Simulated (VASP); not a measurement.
Crystal: ZrNb2N4.

```
Zr Nb N
1.0
    -1.87110    1.87110    5.81296
     1.87110   -1.87110    5.81296
     1.87110    1.87110   -5.81296
Zr Nb N
1 2 4
Direct
  0.00000 0.00000 0.00000
  0.64905 0.64905 0.00000
  0.35095 0.35095 0.00000
  0.75000 0.25000 0.50000
  0.25000 0.75000 0.50000
  0.50000 0.00000 0.50000
  0.00000 0.50000 0.50000
```

The cell was built from a structure type or drawn by symmetry, and may not be a known phase.

```yaml
Program: VASP 6.6.1
Task: relaxation of cell and atoms
Functional: PBE
Potentials_or_basis: VASP PAW PBE potentials, release 64 (Zr_sv, Nb_sv, N)
Cutoff: 600 eV
k_mesh: 4 × 4 × 4
Occupations: gaussian, width 0.15 eV
Spin: no spin polarisation
```

At the start: pressure 20.2 GPa; volume 11.63 Å³/atom.

Problem. Where does the relaxation end?

Solution. Over 9 steps the energy falls by 369.2 meV/atom and the volume is 11.81 Å³/atom (+1.6 %); space group I4/mmm (No. 139, to 0.1 Å) before and after.

Step by step:
```
step  energy change (eV)  largest force (eV/Å)  pressure (GPa)  volume (Å³)
   1              0.0000                2.4437           20.21        81.41
   2             -0.8098                1.2841          -29.04        98.56
   3             -1.8770                1.3550          -13.01        91.02
   4             -1.8785                1.3824          -11.75        90.57
   5             -2.5639                0.4162           -0.03        82.65
   6             -2.5676                0.3424            1.18        82.03
   7             -2.5784                0.2157           -0.42        82.66
   8             -2.5791                0.1721           -0.92        82.86
   9             -2.5841                0.0379            0.49        82.68
```

Final structure:
```yaml
crystal:
  lattice:
    - [-2.01462, 2.01462, 5.09304]
    - [2.01462, -2.01462, 5.09304]
    - [2.01462, 2.01462, -5.09304]
  atoms:
    - { symbol: Zr, position: [0.00000, 0.00000, 0.00000] }
    - { symbol: Nb, position: [0.66610, 0.66610, 0.00000] }
    - { symbol: Nb, position: [0.33390, 0.33390, 0.00000] }
    - { symbol: N, position: [0.75000, 0.25000, 0.50000] }
    - { symbol: N, position: [0.25000, 0.75000, 0.50000] }
    - { symbol: N, position: [0.50000, 0.00000, 0.50000] }
    - { symbol: N, position: [0.00000, 0.50000, 0.50000] }
```

Caveat: the k points lie up to 0.42 Å⁻¹ apart in the final cell, too coarse for converged energies and pressures of a metal; the relaxation stopped at a loose force limit of 0.08 eV/Å, so its end isn't a converged minimum.
